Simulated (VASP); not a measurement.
Here is a VASP 6.6.1 calculation.

INCAR

```
ALGO = Normal
EDIFF = 1E-6
EDIFFG = -0.005
ENCUT = 600
IBRION = 2
ISIF = 3
ISMEAR = -1
LASPH = T
LCHARG = F
LREAL = F
LWAVE = F
NELM = 80
NSW = 32
PREC = Accurate
PSTRESS = 1300.0
SIGMA = 0.08
```

KPOINTS

```
k-points
0
Gamma
  17 17 17
```

The input POSCAR:

```
Ge
1.0
    2.2402229978      0.0000000000      0.0000000000
    0.0000000000      2.2402229978      0.0000000000
    0.0000000000      0.0000000000      2.2402229978
Ge
1
Direct
    0.0000000000      0.0000000000      0.0000000000
```

Potentials or basis: VASP PAW LDA potentials, release 64 (Ge_d).

Command:

```console
$ cat potpaw_LDA.64/Ge_d/POTCAR > POTCAR
$ mpirun -np 1 vasp_std > vasp.out
```

**Question.** Estimate the band gap on the k mesh.

**Answer.** Zero (band 7 reaches 23.38 eV, above the bottom of band 8 at 10.67 eV).

**Question.** What does it give for the space group after relaxing (to 0.05 Å)?

**Answer.** Pm-3m (No. 221).

Final structure:
```xyz
1
Lattice="2.2425 0.0000 0.0000 0.0000 2.2425 0.0000 0.0000 0.0000 2.2425" Properties=species:S:1:pos:R:3 pbc="T T T"
Ge    0.0000    0.0000    0.0000
```

Caveat: the cell is relaxed towards a set pressure, so the enthalpy falls and the energy may rise.
